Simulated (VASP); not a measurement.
# Al12H in VASP: a series of runs, part 2 of 2

VASP 6.6.1. The steps go on from the part before.

**3. Single point, PBE+D3(BJ)**

File INCAR:

```
PREC = Accurate ; ENCUT = 520
EDIFF = 1E-7 ; ISMEAR = 0
SIGMA = 0.1 ; LREAL = False
LASPH = True ; NELM = 100
ALGO = Normal ; ISIF = 2
LWAVE = False ; LCHARG = False
LDIPOL = True ; IDIPOL = 3
DIPOL = 0.5 0.5 0.307 ; GGA = PE
IVDW = 12 ; NBANDS = 30
```

File KPOINTS:

```
regular mesh
0
Gamma
  6 6 1
```

File POSCAR:

```
Al12H
1.0
    5.6314608525      0.0000000000      0.0000000000
   -2.8157304263      4.8769881587      0.0000000000
    0.0000000000      0.0000000000     21.5684292007
Al H
12 1
Direct
    0.3333333333      0.1666666667      0.1854562501
    0.3333333333      0.6666666667      0.1854562501
    0.8333333333      0.1666666667      0.1854562501
    0.8333333333      0.6666666667      0.1854562501
    0.1666666667      0.3333333333      0.2913950739
    0.1666666667      0.8333333333      0.2913950739
    0.6666666667      0.3333333333      0.2913950739
    0.6666666667      0.8333333333      0.2913950739
    0.0000000000      0.0000000000      0.3972671872
    0.0000000000      0.5000000000      0.3972671872
    0.5000000000      0.0000000000      0.3972671872
    0.5000000000      0.5000000000      0.3972671872
    0.1666666667      0.3333333333      0.4992681247
```

Potentials or basis: VASP PAW PBE potentials, release 64 (Al, H).

Started as:

```sh
cat potpaw_PBE.64/Al/POTCAR potpaw_PBE.64/H/POTCAR > POTCAR
mpirun -np 1 vasp_std > vasp.out
```

OUTCAR:

```text
PREC = Accurate
   ENCUT = 520
   EDIFF = 1E-7
   ISMEAR = 0
   LREAL = False
   LASPH = True
   NELM = 100
   ISIF = 2
   GGA = PE
   IVDW = 12
 IVDW          = 12

 ion  position               nearest neighbor table
   1  0.333  0.167  0.185-   5 2.80   7 2.80   6 2.80   4 2.82   4 2.82   3 2.82   3 2.82   2 2.82
                             2 2.82
   2  0.333  0.667  0.185-   6 2.80   8 2.80   5 2.80   3 2.82   3 2.82   4 2.82   4 2.82   1 2.82
                             1 2.82
   3  0.833  0.167  0.185-   7 2.80   5 2.80   8 2.80   2 2.82   2 2.82   1 2.82   1 2.82   4 2.82
                             4 2.82
   4  0.833  0.667  0.185-   8 2.80   6 2.80   7 2.80   1 2.82   1 2.82   2 2.82   2 2.82   3 2.82
                             3 2.82
   5  0.167  0.333  0.291-  12 2.80   9 2.80  10 2.80   1 2.80   3 2.80   2 2.80   8 2.82   8 2.82
                             7 2.82   7 2.82   6 2.82   6 2.82
   6  0.167  0.833  0.291-  11 2.80  10 2.80   9 2.80   2 2.80   4 2.80   1 2.80   7 2.82   7 2.82
                             8 2.82   8 2.82   5 2.82   5 2.82
   7  0.667  0.333  0.291-  10 2.80  11 2.80  12 2.80   3 2.80   1 2.80   4 2.80   6 2.82   6 2.82
                             5 2.82   5 2.82   8 2.82   8 2.82
   8  0.667  0.833  0.291-   9 2.80  12 2.80  11 2.80   4 2.80   2 2.80   3 2.80   5 2.82   5 2.82
                             6 2.82   6 2.82   7 2.82   7 2.82
   9  0.000  0.000  0.397-   8 2.80   5 2.80   6 2.80  12 2.82  12 2.82  11 2.82  11 2.82  10 2.82
                            10 2.82
  10  0.000  0.500  0.397-   7 2.80   6 2.80   5 2.80  11 2.82  11 2.82  12 2.82  12 2.82   9 2.82
                             9 2.82
  11  0.500  0.000  0.397-   6 2.80   7 2.80   8 2.80  10 2.82  10 2.82   9 2.82   9 2.82  12 2.82
                            12 2.82
  12  0.500  0.500  0.397-   5 2.80   8 2.80   7 2.80   9 2.82   9 2.82  10 2.82  10 2.82  11 2.82
                            11 2.82
  13  0.167  0.333  0.499-

  LATTYP: Found a hexagonal cell.
 ALAT       =     5.6314608525
 C/A-ratio  =     3.8299883042

  Lattice vectors:

 A1 = (   5.6314608525,   0.0000000000,   0.0000000000)
 A2 = (  -2.8157304263,   4.8769881587,   0.0000000000)
 A3 = (   0.0000000000,   0.0000000000,  21.5684292007)

Analysis of symmetry for initial positions (statically):
=====================================================================
 Subroutine PRICEL returns:
 Original cell was already a primitive cell.

 Routine SETGRP: Setting up the symmetry group for a
 hexagonal supercell.

 Subroutine GETGRP returns: Found  6 space group operations
 (whereof  2 operations were pure point group operations)
 out of a pool of 24 trial point group operations.

The static configuration has the point symmetry C_1h.
 The point group associated with its full space group is C_3v.

Analysis of symmetry for dynamics (positions and initial velocities):
=====================================================================
 Subroutine PRICEL returns:
 Original cell was already a primitive cell.

 Routine SETGRP: Setting up the symmetry group for a
 hexagonal supercell.

 Subroutine GETGRP returns: Found  6 space group operations
 (whereof  2 operations were pure point group operations)
 out of a pool of 24 trial point group operations.

The dynamic configuration has the point symmetry C_1h.
 The point group associated with its full space group is C_3v.

 Subroutine INISYM returns: Found  6 space group operations
 (whereof  2 operations are pure point group operations),
 and found     1 'primitive' translations

----------------------------------------------------------------------------------------

                                     Primitive cell

  volume of cell :     592.3676
[... 94 lines left out ...]
   LREAL  =      F    real-space projection
   EDIFFG = 0.1E-05   stopping-criterion for IOM
   NSW    =      0    number of steps for IOM
   IBRION =     -1    ionic relax: 0-MD 1-quasi-New 2-CG
   NFREE  =      0    steps in history (QN), initial steepest desc. (CG)
   ISIF   =      2    stress and relaxation
   ISYM   =      2    0-nonsym 1-usesym 2-fastsym
   POTIM  = 0.5000    time-step for ionic-motion
   TEBEG  =    0.0;   TEEND  =   0.0 temperature during run
   PSTRESS=    0.0 pullay stress
   NELECT =      37.0000    total number of electrons
   NUPDOWN=      -1.0000    fix difference up-down
   EMIN   =  10.00;   EMAX   =-10.00  energy-range for DOS
   EFERMI =   0.00;   METHOD = LEGACY
   ISMEAR =     0;   SIGMA  =   0.10  broadening in eV -4-tet -1-fermi 0-gaus
   EFERMI_NEDOS =   21; number of points for ismear=-14 and -15
   IALGO  =     38    algorithm
   IMIX   =      4    mixing-type and parameters
     AMIX     =   0.40;   BMIX     =  1.00
     AMIX_MAG =   1.60;   BMIX_MAG =  1.00
  volume/ion in A,a.u.               =      45.57       307.50
  Fermi-wavevector in a.u.,A,eV,Ry     =   0.649549  1.227469  5.740480  0.421913
  Thomas-Fermi vector in A             =   1.718540
   LORBIT       =      0    0 simple, 1 ext, 2 COOP (PROOUT), +10 PAW based schemes
   GGA     = PE    functional components
   LHFCALC =     F    Hartree Fock is set to
   AEXX    =    0.0000 exact exchange contribution
   IVDW    =    12    specifies the selected vdW correction
   LEPSILON=     F    determine dielectric tensor
   LRPA    =     F    only Hartree local field effects (RPA)
 non-spin polarized calculation
 Gauss-broadening in eV      SIGMA  =   0.10
  energy-cutoff  :      520.00
  volume of cell :      592.37
 maximum number of plane-waves:     16008
 NGX is ok and might be reduce to    42
   NGX = 21   NGY = 21   NGZ = 81

 dipolmoment           0.000000      0.000000     -0.135510 electrons x Angstroem

 number of electron      37.0000000 magnetization

 dipolmoment           0.000000      0.000000      0.194778 electrons x Angstroem

 Free energy of the ion-electron system (eV)
  ---------------------------------------------------
  ext. energy  EPLUGINS =         0.00000000
  ---------------------------------------------------
  free energy    TOTEN  =       -43.94439700 eV

  energy without entropy =      -43.90994287  energy(sigma->0) =      -43.92716993

 E-fermi :  -0.2929     XC(G=0):  -4.2994

 val. band max:       -0.3288035522   @ k =   0.3333   0.1667   0.0000
 cond. band min:      -0.2391040149   @ k =   0.0000   0.0000   0.0000
 fundamental gap:      0.0896995372
 Fermi energy:        -0.2928504272

 k-point     1 :       0.0000    0.0000    0.0000
  band No.  band energies     occupation
      1     -11.1592      2.00000
      2      -9.4081      2.00000
      3      -6.6711      2.00000
      4      -5.1520      2.00000
      5      -5.1520      2.00000
      6      -5.1285      2.00000
[... 220 lines left out ...]
     29       3.1722      0.00000
     30       3.1858      0.00000

------------------------ aborting loop because EDIFF is reached ----------------------------------------

 vacuum level on the upper side and lower side of the slab       (xc-potential included)         0.598        -0.658

 Edisp (eV)   -2.93645

 E8    (eV) :    -1.3610

  FORCE on cell =-STRESS in cart. coord.  units (eV):
  Direction    XX          YY          ZZ          XY          YZ          ZX
  --------------------------------------------------------------------------------------
  -------------------------------------------------------------------------------------
  Total      -3.08249    -3.08249    -1.03771     0.00000     0.00000     0.00000
  in kB      -8.33722    -8.33722    -2.80668     0.00000     0.00000     0.00000
  external pressure =       -6.49 kB  Pullay stress =        0.00 kB

 VOLUME and BASIS-vectors are now :
 -----------------------------------------------------------------------------
  energy-cutoff  :      520.00
  volume of cell :      592.37
      direct lattice vectors                 reciprocal lattice vectors
     5.631460853  0.000000000  0.000000000     0.177573817  0.102522291  0.000000000
    -2.815730426  4.876988159  0.000000000     0.000000000  0.205044582  0.000000000
     0.000000000  0.000000000 21.568429201     0.000000000  0.000000000  0.046364063

 POSITION                                       TOTAL-FORCE (eV/Angst)
 -----------------------------------------------------------------------------------
      1.40787      0.81283      4.00000         0.167051     -0.096447     -0.077790
     -0.00000      3.25133      4.00000        -0.000000      0.192894     -0.077790
      4.22360      0.81283      4.00000        -0.167051     -0.096447     -0.077790
      2.81573      3.25133      4.00000         0.000000     -0.000000     -0.153270
      0.00000      1.62566      6.28493         0.000000     -0.000000      0.256594
     -1.40787      4.06416      6.28493        -0.068852     -0.039752     -0.107924
      2.81573      1.62566      6.28493        -0.000000      0.079504     -0.107924
      1.40787      4.06416      6.28493         0.068852     -0.039752     -0.107924
      0.00000      0.00000      8.56843        -0.000000      0.203363      0.592546
     -1.40787      2.43849      8.56843         0.176117     -0.101681      0.592546
      2.81573      0.00000      8.56843         0.000000     -0.000000      0.005388
      1.40787      2.43849      8.56843        -0.176117     -0.101681      0.592546
      0.00000      1.62566     10.76843         0.000000     -0.000000     -1.329208
 -----------------------------------------------------------------------------------
    total drift:                                0.000000     -0.000000     -0.000246

  FREE ENERGIE OF THE ION-ELECTRON SYSTEM (eV)
  ---------------------------------------------------
  free  energy   TOTEN  =       -46.8808493481 eV

  energy  without entropy=      -46.8463952167  energy(sigma->0) =      -46.86362228

 vacuum level on the upper side and lower side of the slab         4.893         3.597
```

Wall time 2.6 min (1 thread of Intel Xeon 6975P-C (Granite Rapids), shared host); peak memory 0.63 GiB.

What came out:

- Free energy: -46.8808 eV
- Largest force: 1.329 eV/Å
- Dispersion energy per atom: -0.226 eV

Forces in eV/Å, atoms in the order of the input:
```
Al   0.167 -0.096 -0.078
Al   0.000  0.193 -0.078
Al  -0.167 -0.096 -0.078
Al   0.000  0.000 -0.153
Al   0.000  0.000  0.257
Al  -0.069 -0.040 -0.108
Al   0.000  0.080 -0.108
Al   0.069 -0.040 -0.108
Al   0.000  0.203  0.593
Al   0.176 -0.102  0.593
Al   0.000  0.000  0.005
Al  -0.176 -0.102  0.593
H    0.000  0.000 -1.329
```

Levels at points of the mesh, in eV from the Fermi level:
```csv
k point,band 16,band 17,band 18,band 19,band 20,band 21,band 22,band 23
"(0.00, 0.00, 0.00)",-2.78,-1.15,-0.39,-0.39,-0.36,-0.14,-0.14,0.05
"(0.50, 0.00, 0.00)",-0.54,-0.25,-0.19,-0.13,0.96,0.96,1.29,1.40
```

**4. Single point, PBE+D3(BJ)**

File INCAR:

```
PREC     = Accurate       # precision mode
ENCUT    = 520            # plane-wave cutoff, eV
EDIFF    = 1E-7           # SCF threshold, eV
ISMEAR   = 0              # smearing method
SIGMA    = 0.1            # smearing width, eV
LREAL    = False          # projectors in reciprocal space
LASPH    = True           # aspherical terms in the spheres
NELM     = 80             # most SCF steps
ALGO     = Normal         # electronic algorithm
ISIF     = 2              # what is computed and relaxed
LWAVE    = False          # write WAVECAR
LCHARG   = True           # write CHGCAR
LDIPOL   = True         
IDIPOL   = 3            
DIPOL    = 0.5 0.5 0.307
GGA      = PE             # functional
IVDW     = 12             # dispersion correction
LELF     = True           # ELF
LVHAR    = True         
LVACPOTAV= True         
NBANDS   = 30             # bands
```

File KPOINTS:

```
Automatic mesh
0
Gamma
  6 6 1
```

POSCAR: that of step 3 with these lines changed.

```diff
@@ -20,2 +20,2 @@
     0.5000000000      0.5000000000      0.3972671872
-    0.1666666667      0.3333333333      0.4992681247
+    0.3333333333      0.1666666667      0.4992681247
```

Potentials or basis: VASP PAW PBE potentials, release 64 (Al, H).

Started as:

```sh
cat potpaw_PBE.64/Al/POTCAR potpaw_PBE.64/H/POTCAR > POTCAR
mpirun -np 1 vasp_std > vasp.out
```

OUTCAR:

```text
PREC = Accurate
   ENCUT = 520
   EDIFF = 1E-7
   ISMEAR = 0
   LREAL = False
   LASPH = True
   NELM = 80
   ISIF = 2
   GGA = PE
   IVDW = 12
 IVDW          = 12

 ion  position               nearest neighbor table
   1  0.333  0.167  0.185-   5 2.80   7 2.80   6 2.80   4 2.82   4 2.82   3 2.82   3 2.82   2 2.82
                             2 2.82
   2  0.333  0.667  0.185-   6 2.80   8 2.80   5 2.80   3 2.82   3 2.82   4 2.82   4 2.82   1 2.82
                             1 2.82
   3  0.833  0.167  0.185-   7 2.80   5 2.80   8 2.80   2 2.82   2 2.82   1 2.82   1 2.82   4 2.82
                             4 2.82
   4  0.833  0.667  0.185-   8 2.80   6 2.80   7 2.80   1 2.82   1 2.82   2 2.82   2 2.82   3 2.82
                             3 2.82
   5  0.167  0.333  0.291-  12 2.80   9 2.80  10 2.80   1 2.80   3 2.80   2 2.80   8 2.82   8 2.82
                             7 2.82   7 2.82   6 2.82   6 2.82
   6  0.167  0.833  0.291-  11 2.80  10 2.80   9 2.80   2 2.80   4 2.80   1 2.80   7 2.82   7 2.82
                             8 2.82   8 2.82   5 2.82   5 2.82
   7  0.667  0.333  0.291-  10 2.80  11 2.80  12 2.80   3 2.80   1 2.80   4 2.80   6 2.82   6 2.82
                             5 2.82   5 2.82   8 2.82   8 2.82
   8  0.667  0.833  0.291-   9 2.80  12 2.80  11 2.80   4 2.80   2 2.80   3 2.80   5 2.82   5 2.82
                             6 2.82   6 2.82   7 2.82   7 2.82
   9  0.000  0.000  0.397-   8 2.80   5 2.80   6 2.80  12 2.82  12 2.82  11 2.82  11 2.82  10 2.82
                            10 2.82
[... 451 lines left out ...]
  Total      -3.34806    -3.34806    -1.01156     0.00000    -0.00000    -0.00000
  in kB      -9.05551    -9.05551    -2.73598     0.00000    -0.00000    -0.00000
  external pressure =       -6.95 kB  Pullay stress =        0.00 kB

 VOLUME and BASIS-vectors are now :
 -----------------------------------------------------------------------------
  energy-cutoff  :      520.00
  volume of cell :      592.37
      direct lattice vectors                 reciprocal lattice vectors
     5.631460853  0.000000000  0.000000000     0.177573817  0.102522291  0.000000000
    -2.815730426  4.876988159  0.000000000     0.000000000  0.205044582  0.000000000
     0.000000000  0.000000000 21.568429201     0.000000000  0.000000000  0.046364063

 POSITION                                       TOTAL-FORCE (eV/Angst)
 -----------------------------------------------------------------------------------
      1.40787      0.81283      4.00000        -0.000000      0.000000      0.012166
     -0.00000      3.25133      4.00000        -0.064738     -0.037376     -0.158915
      4.22360      0.81283      4.00000        -0.000000      0.074753     -0.158915
      2.81573      3.25133      4.00000         0.064738     -0.037376     -0.158915
      0.00000      1.62566      6.28493        -0.000568      0.000328      0.052001
     -1.40787      4.06416      6.28493         0.000000     -0.000656      0.052001
      2.81573      1.62566      6.28493         0.000568      0.000328      0.052001
      1.40787      4.06416      6.28493        -0.000000      0.000000     -0.119227
      0.00000      0.00000      8.56843         0.031834      0.018379      0.571919
     -1.40787      2.43849      8.56843        -0.000000      0.000000      0.083117
      2.81573      0.00000      8.56843        -0.031834      0.018379      0.571919
      1.40787      2.43849      8.56843         0.000000     -0.036758      0.571919
      1.40787      0.81283     10.76843        -0.000000      0.000000     -1.371070
 -----------------------------------------------------------------------------------
    total drift:                                0.000000     -0.000000     -0.000270

  FREE ENERGIE OF THE ION-ELECTRON SYSTEM (eV)
  ---------------------------------------------------
  free  energy   TOTEN  =       -46.9134886606 eV

  energy  without entropy=      -46.8839139251  energy(sigma->0) =      -46.89870129

 vacuum level on the upper side and lower side of the slab         4.899         3.671
```

OSZICAR:

```text
N       E                     dE             d eps       ncg     rms          rms(c)
DAV:   1     0.125258589232E+03    0.12526E+03   -0.10852E+04   420   0.849E+02
DAV:   2    -0.378314164029E+02   -0.16309E+03   -0.15700E+03   588   0.151E+02
DAV:   3    -0.458314069125E+02   -0.80000E+01   -0.78173E+01   522   0.335E+01
[... 19 lines left out ...]
DAV:  23    -0.439770342193E+02   -0.57195E-05   -0.30967E-07   428   0.130E-03    0.320E-04
DAV:  24    -0.439770352169E+02   -0.99752E-06   -0.35971E-08   448   0.678E-04    0.139E-04
DAV:  25    -0.439770362104E+02   -0.99355E-06   -0.41249E-08   344   0.624E-04    0.904E-05
DAV:  26    -0.439770363257E+02   -0.11530E-06   -0.93814E-09   342   0.417E-04    0.363E-05
DAV:  27    -0.439770363855E+02   -0.59843E-07   -0.73403E-09   334   0.339E-04
   1 F= -.46913489E+02 E0= -.46898701E+02  d E =-.295747E-01
```

Wall time 2.8 min (1 thread of Intel Xeon 6975P-C (Granite Rapids), shared host); peak memory 0.64 GiB.

Results:

| Property | Result |
| --- | --- |
| Free energy | -46.9135 eV |
| Largest force | 1.371 eV/Å |
| Dispersion energy per atom | -0.226 eV |

Forces on the atoms (eV/Å):
```
Al   0.000  0.000  0.012
Al  -0.065 -0.037 -0.159
Al   0.000  0.075 -0.159
Al   0.065 -0.037 -0.159
Al  -0.001  0.000  0.052
Al   0.000 -0.001  0.052
Al   0.001  0.000  0.052
Al   0.000  0.000 -0.119
Al   0.032  0.018  0.572
Al   0.000  0.000  0.083
Al  -0.032  0.018  0.572
Al   0.000 -0.037  0.572
H    0.000  0.000 -1.371
```

Levels at points of the mesh, in eV from the Fermi level:
```csv
k point,band 15,band 16,band 17,band 18,band 19,band 20,band 21,band 22
"(0.00, 0.00, 0.00)",-2.79,-2.79,-1.18,-0.37,-0.37,-0.18,-0.16,-0.16
"(0.50, 0.00, 0.00)",-0.60,-0.54,-0.38,-0.19,0.02,0.96,0.99,1.29
```
